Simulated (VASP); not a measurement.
YGe6:

```
Y Ge
1.0
     0.00000    4.17965    4.17965
     4.17965    0.00000    4.17965
     4.17965    4.17965    0.00000
Y Ge
1 6
Cartesian
  0.0000 0.0000 0.0000
  2.0898 2.0898 4.1797
  2.0898 4.1797 2.0898
  2.0898 2.0898 0.0000
  2.0898 0.0000 2.0898
  4.1797 2.0898 2.0898
  0.0000 2.0898 2.0898
```

The cell was generated, and may not be a known phase.

```yaml
Program: VASP 6.6.1
Task: relaxation of cell and atoms
Functional: PBE
Potentials_or_basis: VASP PAW PBE potentials, release 64 (Y_sv, Ge_d)
Cutoff: 500 eV
k_mesh: 8 × 8 × 8
Occupations: gaussian, width 0.1 eV
Spin: no spin polarisation
```

At the start: pressure 1.8 GPa; volume 20.86 Å³/atom.

Question: Where does the relaxation end?

Answer: Over 3 steps the energy falls by 3.1 meV/atom and the volume is 21.42 Å³/atom (+2.7 %); space group Fm-3m (No. 225, to 0.1 Å) before and after.

Step by step:
| step | energy change (eV) | largest force (eV/Å) | pressure (GPa) | volume (Å³) |
| --- | --- | --- | --- | --- |
| 1 | 0.0000 | 0.0000 | 1.81 | 146.03 |
| 2 | -0.0198 | 0.0000 | -0.49 | 151.07 |
| 3 | -0.0216 | 0.0000 | -0.04 | 149.93 |

Final structure:
```yaml
crystal:
  lattice:
    - [0.00000, 4.21646, 4.21646]
    - [4.21646, 0.00000, 4.21646]
    - [4.21646, 4.21646, 0.00000]
  atoms:
    - { symbol: Y, position: [0.00000, 0.00000, 0.00000] }
    - { symbol: Ge, position: [0.50000, 0.50000, 0.00000] }
    - { symbol: Ge, position: [0.50000, 0.00000, 0.50000] }
    - { symbol: Ge, position: [0.00000, 0.00000, 0.50000] }
    - { symbol: Ge, position: [0.00000, 0.50000, 0.00000] }
    - { symbol: Ge, position: [0.00000, 0.50000, 0.50000] }
    - { symbol: Ge, position: [0.50000, 0.00000, 0.00000] }
```

Caveat: an odd number of electrons without spin polarisation forces a metal; a magnetic or distorted state may lie lower.
